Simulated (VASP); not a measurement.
# KCl (P2_1/m) in VASP: settings compared

The runs below take KCl through single point, with PBE, r2SCAN.

Program: VASP 6.6.1. These are calculated values, not measurements. Logs are shortened: lines on timing, memory, paths and dates and some standing lists are left out, and cuts for length are marked.

**1. The cell of the first run**

It takes space group P2_1/m (No. 11, monoclinic). Conventional cell: a = 5.252 Å, b = 6.239 Å, c = 5.345 Å, α = 90.00°, β = 118.27°, γ = 90.00°. K (site symmetry m) has 5 Cl at 3.08 to 3.12 Å within 4.1 Å. Within 4.1 Å of Cl (site symmetry m) lie 5 K at 3.08 to 3.12 Å.

**2. Single point, PBE (shear xy strain +4.0%)**

Contents of INCAR:

```
SYSTEM = KCl
  PREC = Accurate
  ENCUT = 520
  EDIFF = 1E-6
  ISMEAR = -1
  SIGMA = 0.02
  LREAL = .FALSE.
  LASPH = .TRUE.
  NELM = 80
  ALGO = Normal
  ISIF = 2
  LWAVE = .FALSE.
  LCHARG = .FALSE.
  GGA = PE
  NBANDS = 24
```

Contents of KPOINTS:

```
Automatic mesh
0
G
  6 6 4
  0 0 0
```

Contents of POSCAR:

```
KCl
1.0
    5.3438035568      0.1068760712      0.0000000000
   -2.5793443858      4.5744315974      0.0000000000
    0.0000000000      0.0000000000      6.2391673426
K Cl
2 2
Direct
    0.3280572620      0.6669138147     -0.0625000000
    0.6719427380      0.3330861853      0.4375000000
    0.3277557385      0.6669201366      0.4375000000
    0.6722442615      0.3330798634      0.9375000000
```

Potentials or basis: VASP PAW PBE potentials, release 64 (K_sv, Cl).

The run is started by

```bash
$ cat potpaw_PBE.64/K_sv/POTCAR potpaw_PBE.64/Cl/POTCAR > POTCAR
$ mpirun -np 1 vasp_std > vasp.out
```

OUTCAR:

```text
SYSTEM = KCl
   PREC = Accurate
   ENCUT = 520
   EDIFF = 1E-6
   ISMEAR = -1
   LREAL = .FALSE.
   LASPH = .TRUE.
   NELM = 80
   ISIF = 2
   GGA = PE

 ion  position               nearest neighbor table
   1  0.328  0.667  0.938-   4 3.08   4 3.09   4 3.09   3 3.12   3 3.12
   2  0.672  0.333  0.438-   3 3.08   3 3.09   3 3.09   4 3.12   4 3.12
   3  0.328  0.667  0.438-   2 3.08   2 3.09   2 3.09   1 3.12   1 3.12
   4  0.672  0.333  0.938-   1 3.08   1 3.09   1 3.09   2 3.12   2 3.12

  Warning from LATTYP: Monoclinic adjustment (A1->A3, A2->A1, A3->A2)!
  LATTYP: Found a simple monoclinic cell.
 ALAT       =     5.2515180567
 B/A-ratio  =     1.1880692926
 C/A-ratio  =     1.0177766034
 COS(beta)  =    -0.4736455831

  Lattice vectors:

 A1 = (  -2.5793443858,   4.5744315974,   0.0000000000)
 A2 = (   0.0000000000,   0.0000000000,   6.2391673426)
 A3 = (   5.3438035568,   0.1068760712,   0.0000000000)

Analysis of symmetry for initial positions (statically):
=====================================================================
 Subroutine PRICEL returns:
 Original cell was already a primitive cell.

 Routine SETGRP: Setting up the symmetry group for a
 simple monoclinic supercell.

 Subroutine GETGRP returns: Found  4 space group operations
 (whereof  1 operations were pure point group operations)
 out of a pool of  4 trial point group operations.

The static configuration has the point symmetry C_1 .
 The point group associated with its full space group is C_2h.

Analysis of symmetry for dynamics (positions and initial velocities):
=====================================================================
 Subroutine PRICEL returns:
 Original cell was already a primitive cell.

 Routine SETGRP: Setting up the symmetry group for a
 simple monoclinic supercell.

 Subroutine GETGRP returns: Found  4 space group operations
 (whereof  1 operations were pure point group operations)
 out of a pool of  4 trial point group operations.

The dynamic configuration has the point symmetry C_1 .
 The point group associated with its full space group is C_2h.

 Subroutine INISYM returns: Found  4 space group operations
 (whereof  1 operations are pure point group operations),
 and found     1 'primitive' translations

----------------------------------------------------------------------------------------
[... 89 lines left out ...]
   ISTART =      0    job   : 0-new  1-cont  2-samecut
   ICHARG =      2    charge: 1-file 2-atom 10-const
   ISPIN  =      1    spin polarized calculation?
   LNONCOLLINEAR =      F non collinear calculations
   LSORBIT =      F    spin-orbit coupling
   LASPH  =      T    aspherical Exc in radial PAW
   ENCUT  =  520.0 eV  38.22 Ry    6.18 a.u.   9.94  9.76 11.60*2*pi/ulx,y,z
   NELM   =     80;   NELMIN=  2; NELMDL= -5     # of ELM steps
   EDIFF  = 0.1E-05   stopping-criterion for ELM
   LREAL  =      F    real-space projection
   EDIFFG = 0.1E-04   stopping-criterion for IOM
   NSW    =      0    number of steps for IOM
   IBRION =     -1    ionic relax: 0-MD 1-quasi-New 2-CG
   NFREE  =      0    steps in history (QN), initial steepest desc. (CG)
   ISIF   =      2    stress and relaxation
   ISYM   =      2    0-nonsym 1-usesym 2-fastsym
   POTIM  = 0.5000    time-step for ionic-motion
   TEBEG  =    0.0;   TEEND  =   0.0 temperature during run
   PSTRESS=    0.0 pullay stress
   NELECT =      32.0000    total number of electrons
   NUPDOWN=      -1.0000    fix difference up-down
   EMIN   =  10.00;   EMAX   =-10.00  energy-range for DOS
   EFERMI =   0.00;   METHOD = LEGACY
   ISMEAR =    -1;   SIGMA  =   0.02  broadening in eV -4-tet -1-fermi 0-gaus
   EFERMI_NEDOS =   21; number of points for ismear=-14 and -15
   IALGO  =     38    algorithm
   IMIX   =      4    mixing-type and parameters
     AMIX     =   0.40;   BMIX     =  1.00
     AMIX_MAG =   1.60;   BMIX_MAG =  1.00
  volume/ion in A,a.u.               =      38.56       260.21
  Fermi-wavevector in a.u.,A,eV,Ry     =   0.969163  1.831452 12.779629  0.939276
  Thomas-Fermi vector in A             =   2.099192
   LORBIT       =      0    0 simple, 1 ext, 2 COOP (PROOUT), +10 PAW based schemes
   GGA     = PE    functional components
[... 5 lines left out ...]
 non-spin polarized calculation
  energy-cutoff  :      520.00
  volume of cell :      154.24
 maximum number of plane-waves:      4176
   NGX = 19   NGY = 19   NGZ = 23

 number of electron      32.0000000 magnetization

 Free energy of the ion-electron system (eV)
  ---------------------------------------------------
  ext. energy  EPLUGINS =         0.00000000
  ---------------------------------------------------
  free energy    TOTEN  =       -13.44760880 eV

  energy without entropy =      -13.44760880  energy(sigma->0) =      -13.44760880

 E-fermi :  -2.2183     XC(G=0):  -6.5305

 val. band max:       -2.6375018325   @ k =   0.0000   0.0000   0.0000
 cond. band min:       2.1295131791   @ k =   0.0000   0.0000   0.0000
 fundamental gap:      4.7670150116
 Fermi energy:        -2.2183377238

 k-point     1 :       0.0000    0.0000    0.0000
  band No.  band energies     occupation
      1     -29.9725      2.00000
      2     -29.9601      2.00000
      3     -14.7002      2.00000
      4     -14.6150      2.00000
      5     -13.5496      2.00000
      6     -13.5128      2.00000
[... 637 lines left out ...]
     23       6.5808      0.00000
     24       6.6366      0.00000

 [... further k-points ...]

------------------------ aborting loop because EDIFF is reached ----------------------------------------

  FORCE on cell =-STRESS in cart. coord.  units (eV):
  Direction    XX          YY          ZZ          XY          YZ          ZX
  --------------------------------------------------------------------------------------
  -------------------------------------------------------------------------------------
  Total        0.3776156      0.3866902      0.5682718     -0.0298154      0.0000000      0.0000000
  in kB        3.9226182      4.0168838      5.9031278     -0.3097187      0.0000000      0.0000000
  external PRESSURE =       4.6142099 kB  Pullay stress =       0.0000000 kB

 VOLUME and BASIS-vectors are now :
 -----------------------------------------------------------------------------
  energy-cutoff  :      520.00
  volume of cell :      154.24
      direct lattice vectors                 reciprocal lattice vectors
     5.343803557  0.106876071  0.000000000     0.185045824  0.104340156  0.000000000
    -2.579344386  4.574431597  0.000000000    -0.004323372  0.216168613  0.000000000
     0.000000000  0.000000000  6.239167343     0.000000000  0.000000000  0.160277798

 POSITION                                       TOTAL-FORCE (eV/Angst)
 -----------------------------------------------------------------------------------
      0.03287      3.08581      5.84922        -0.001407      0.000359      0.000000
      2.73159      1.59549      2.72964         0.001407     -0.000359     -0.000000
      0.03125      3.08581      2.72964        -0.002802      0.000390      0.000000
      2.73321      1.59550      5.84922         0.002802     -0.000390      0.000000
 -----------------------------------------------------------------------------------
    total drift:                               -0.000000      0.000000     -0.000000

  FREE ENERGIE OF THE ION-ELECTRON SYSTEM (eV)
  ---------------------------------------------------
  free  energy   TOTEN  =       -13.4476088019 eV

  energy  without entropy=      -13.4476088019  energy(sigma->0) =      -13.44760880
```

stdout:

```text
POSCAR found type information on POSCAR K Cl
 POSCAR found :  2 types and       4 ions
 scaLAPACK will be used
 LDA part: xc-table for (Slater+PW92), standard interpolation
 POSCAR, INCAR and KPOINTS ok, starting setup
 FFT: planning ... GRIDC
 FFT: planning ... GRID_SOFT
 FFT: planning ... GRID
 WAVECAR not read
 entering main loop
```

Wall time 5.5 min (1 thread of Oxide Virtual Turin-like, shared host); peak memory 0.33 GiB.

What came out:

* Free energy: -13.4476 eV
* Pressure: 0.5 GPa
* Band gap on the k mesh: 4.77 eV

Forces in eV/Å, atoms in the order of the input:
```
K   -0.001  0.000  0.000
K    0.001  0.000  0.000
Cl  -0.003  0.000  0.000
Cl   0.003  0.000  0.000
```

Caveat: the cell differs from its parent crystal (shear xy strain +4.0%).

**3. Single point, r2SCAN (shear xy strain +4.0%)**

POSCAR is that of step 2.

Contents of INCAR.step1:

```
SYSTEM = KCl
PREC = Accurate
ENCUT = 520
ISMEAR = 0
SIGMA = 0.01
LREAL = .False.
LASPH = .True.
NELM = 80
NBANDS = 24
GGA = PE
ALGO = Normal
EDIFF = 1E-4
LWAVE = .True.
LCHARG = .False.
```

Contents of INCAR.step2:

```
SYSTEM = KCl
PREC = Accurate
ENCUT = 520
EDIFF = 1E-7
ISMEAR = 0
SIGMA = 0.01
LREAL = .False.
LASPH = .True.
NELM = 80
ALGO = Normal
ISIF = 2
LWAVE = .False.
LCHARG = .False.
METAGGA = R2SCAN
LMIXTAU = .True.
NBANDS = 24
ISTART = 1
```

Contents of KPOINTS:

```
Automatic mesh
0
Gamma
  6 6 4
  0 0 0
```

Potentials or basis: VASP PAW PBE potentials, release 64 (K_sv, Cl).

The run is started by

```bash
$ cat potpaw_PBE.64/K_sv/POTCAR potpaw_PBE.64/Cl/POTCAR > POTCAR
$ cp INCAR.step1 INCAR
$ mpirun -np 1 vasp_std > vasp.out
$ cp INCAR.step2 INCAR
$ mpirun -np 1 vasp_std > vasp.out
```

It took 22 min on 1 thread of Oxide Virtual Turin-like, shared host; peak memory 0.37 GiB.

Results (log left out):

| Property | Result |
| --- | --- |
| Free energy | -32.7448 eV |
| Pressure | 0.0 GPa |
| Band gap on the k mesh | 5.35 eV |

Levels at points of the mesh, in eV from the valence-band top:
```csv
k point,band 12,band 13,band 14,band 15,band 16,band 17,band 18,band 19,band 20,band 21
"(0.00, 0.00, 0.00)",-0.44,-0.41,-0.28,-0.28,0.00,5.35,8.78,8.84,8.95,9.53
"(0.50, 0.00, 0.00)",-0.42,-0.41,-0.38,-0.21,-0.13,6.89,7.91,8.03,8.29,9.59
"(0.00, 0.50, 0.00)",-0.43,-0.41,-0.38,-0.20,-0.14,6.94,7.85,8.09,8.18,9.63
"(0.50, 0.50, 0.00)",-0.44,-0.39,-0.38,-0.20,-0.14,6.99,7.79,8.09,8.15,9.67
"(0.00, 0.00, 0.50)",-0.58,-0.38,-0.38,-0.36,-0.36,6.63,6.63,9.96,9.96,10.32
"(0.50, 0.00, 0.50)",-0.82,-0.29,-0.29,-0.27,-0.27,7.37,7.37,9.29,9.29,9.73
"(0.00, 0.50, 0.50)",-0.81,-0.31,-0.31,-0.27,-0.27,7.39,7.39,9.38,9.38,9.64
"(0.50, 0.50, 0.50)",-0.79,-0.32,-0.32,-0.27,-0.27,7.41,7.41,9.48,9.48,9.54
```

Caveat: the cell differs from its parent crystal (shear xy strain +4.0%); the PAW data sets were made with another functional, which shifts forces and pressure a little. A k mesh can miss the band edges.
